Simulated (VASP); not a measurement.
# Fe (Im-3m) in VASP: further runs, part 2 of 2

VASP 6.6.1. The steps go on from the part before.

## (4) Single point, LDA, collinear spin, ferromagnetic start

INCAR reads:

```
SYSTEM = Fe
ALGO = Normal
EDIFF = 1E-6
ENCUT = 600
GGA_COMPAT = .FALSE.
ISIF = 2
ISMEAR = -1
ISPIN = 2
LASPH = .TRUE.
LCHARG = .FALSE.
LMAXMIX = 4
LORBIT = 11
LREAL = .FALSE.
LWAVE = .FALSE.
MAGMOM = 1.988
NBANDS = 18
NELM = 200
PREC = Accurate
SIGMA = 0.05
```

KPOINTS reads:

```
k-points
0
G
  6 6 6
  0 0 0
```

POSCAR reads:

```
Fe
1.0
   -1.3745984210      1.3745984210      1.3745984210
    1.3745984210     -1.3745984210      1.3745984210
    1.3745984210      1.3745984210     -1.3745984210
Fe
1
Direct
    0.0000000000      0.0000000000      0.0000000000
```

Potentials or basis: VASP PAW LDA potentials, release 64 (Fe_sv).

On the command line:

```console
> cat potpaw_LDA.64/Fe_sv/POTCAR > POTCAR
> mpirun -np 1 vasp_std > vasp.out
```

OUTCAR:

```text
SYSTEM = Fe
   EDIFF = 1E-6
   ENCUT = 600
   ISIF = 2
   ISMEAR = -1
   ISPIN = 2
   LASPH = .TRUE.
   LORBIT = 11
   LREAL = .FALSE.
   NELM = 200
   PREC = Accurate

 ion  position               nearest neighbor table
   1  0.000  0.000  0.000-

  LATTYP: Found a body centered cubic cell.
 ALAT       =     2.7491968420

  Lattice vectors:

 A1 = (  -1.3745984210,   1.3745984210,   1.3745984210)
[... 867 lines left out ...]
  --------------------------------------------------------------------------------------
  -------------------------------------------------------------------------------------
  Total       -0.1169916     -0.1169916     -0.1169916      0.0000000     -0.0000000     -0.0000000
  in kB      -18.0417171    -18.0417171    -18.0417171      0.0000000     -0.0000000     -0.0000000
  external PRESSURE =     -18.0417171 kB  Pullay stress =       0.0000000 kB

 VOLUME and BASIS-vectors are now :
 -----------------------------------------------------------------------------
  energy-cutoff  :      600.00
  volume of cell :       10.39
      direct lattice vectors                 reciprocal lattice vectors
    -1.374598421  1.374598421  1.374598421     0.000000000  0.363742597  0.363742597
     1.374598421 -1.374598421  1.374598421     0.363742597  0.000000000  0.363742597
     1.374598421  1.374598421 -1.374598421     0.363742597  0.363742597  0.000000000

 POSITION                                       TOTAL-FORCE (eV/Angst)
 -----------------------------------------------------------------------------------
      0.00000      0.00000      0.00000         0.000000      0.000000      0.000000
 -----------------------------------------------------------------------------------
    total drift:                                0.000000     -0.000000      0.000000

  FREE ENERGIE OF THE ION-ELECTRON SYSTEM (eV)
  ---------------------------------------------------
  free  energy   TOTEN  =        -9.3320435983 eV

  energy  without entropy=       -9.3241229311  energy(sigma->0) =       -9.32808326

 total charge

# of ion       s       p       d       tot
------------------------------------------
    1        2.203   6.045   5.570  13.818

 magnetization (x)

# of ion       s       p       d       tot
------------------------------------------
    1       -0.001  -0.003   2.054   2.050
```

stdout:

```text
POSCAR found type information on POSCAR Fe
 POSCAR found :  1 types and       1 ions
 scaLAPACK will be used
 LDA part: xc-table for (Slater(with rela. corr.)+CA(PZ))
 , standard interpolation
 POSCAR, INCAR and KPOINTS ok, starting setup
 FFT: planning ... GRIDC
 FFT: planning ... GRID_SOFT
 FFT: planning ... GRID
 WAVECAR not read
 entering main loop
```

Run time: 8 s. Hardware: 1 thread of AMD EPYC 7R13 (Zen 3), shared host; peak memory 0.09 GiB.

Results:

```
Free energy                                           : -9.3320 eV
Pressure                                              : -1.8 GPa
Net moment                                            : 2.09 μB per cell
Site moments                                          : Fe +2.05 μB
Valence electrons inside the program's atomic spheres : Fe 13.82
```

Caveat: the k points lie up to 0.54 Å⁻¹ apart.

## (5) Single point, LDA, collinear spin, ferromagnetic start

INCAR reads:

```
PREC     = Accurate       # precision mode
ENCUT    = 600            # plane-wave cutoff, eV
EDIFF    = 1E-6           # SCF threshold, eV
ISMEAR   = -1             # smearing method
SIGMA    = 0.05           # smearing width, eV
LREAL    = False          # projectors in reciprocal space
LASPH    = True           # aspherical terms in the spheres
NELM     = 200            # most SCF steps
ALGO     = Normal         # electronic algorithm
ISIF     = 2              # what is computed and relaxed
LWAVE    = False          # write WAVECAR
LCHARG   = False          # write CHGCAR
ISPIN    = 2              # spin polarisation
MAGMOM   = 1.988          # initial moments
LORBIT   = 11             # projections on sites
LMAXMIX  = 4              # l up to which the mixer works
NBANDS   = 18             # bands
GGA_COMPAT= False
```

KPOINTS reads:

```
regular mesh
0
Gamma
  4 4 4
```

POSCAR is that of step 4.

On the command line:

```console
> cat potpaw_LDA.64/Fe_sv/POTCAR > POTCAR
> mpirun -np 1 vasp_std > vasp.out
```

Run time: 5.8 s. Hardware: 1 thread of AMD EPYC 7R43 (Zen 3), shared host; peak memory 0.08 GiB.

Results (log left out):

```yaml
Free_energy: -9.3434 eV
Pressure: -8.1 GPa
Net_moment: 1.85 μB per cell
Site_moments: Fe +1.77 μB
Valence_electrons_inside_the_program's_atomic_spheres: Fe 13.82
```

Levels at points of the mesh, in eV from the Fermi level:
Spin up:
| k point | band 5 | band 6 | band 7 | band 8 | band 9 | band 10 | band 11 | band 12 | band 13 | band 14 |
| --- | --- | --- | --- | --- | --- | --- | --- | --- | --- | --- |
| (0.00, 0.00, 0.00) | -9.43 | -2.63 | -2.63 | -2.63 | -1.11 | -1.11 | 24.75 | 24.75 | 24.75 | 30.99 |
| (0.50, 0.00, 0.00) | -5.71 | -3.92 | -1.05 | -0.87 | -0.01 | 0.55 | 7.96 | 18.32 | 20.99 | 24.37 |
| (0.50, 0.50, 0.50) | -5.61 | -5.61 | 0.22 | 0.22 | 0.22 | 10.02 | 10.02 | 10.02 | 16.32 | 16.32 |
Spin down:
| k point | band 4 | band 5 | band 6 | band 7 | band 8 | band 9 | band 10 | band 11 |
| --- | --- | --- | --- | --- | --- | --- | --- | --- |
| (0.00, 0.00, 0.00) | -51.56 | -9.02 | -1.20 | -1.20 | -1.20 | 0.92 | 0.92 | 24.99 |
| (0.50, 0.00, 0.00) | -51.56 | -4.65 | -2.63 | 0.41 | 0.82 | 1.21 | 2.20 | 9.12 |
| (0.50, 0.50, 0.50) | -52.00 | -4.21 | -4.21 | 1.86 | 1.86 | 1.86 | 10.49 | 10.49 |

Caveat: the k points lie up to 0.81 Å⁻¹ apart.

## (6) The runs side by side

| k mesh | gap on the mesh (eV) | pressure (GPa) | moment (μB) |
| --- | --- | --- | --- |
| 8 × 8 × 8 | none | -4.4 | 1.91 |
| 3 × 3 × 3 | none | 10.9 | 2.38 |
| 6 × 6 × 6 | none | -1.8 | 2.09 |
| 4 × 4 × 4 | none | -8.1 | 1.85 |

Alike in all rows: task single point; level LDA; potentials or basis VASP PAW LDA potentials, release 64 (Fe_sv); spin collinear, ferromagnetic start; cell as given; cutoff (eV) 600; smearing fermi-dirac 0.05 eV.

Caveats: all runs use coarse meshes.

Absolute energies hang on the potentials; compare differences alone.
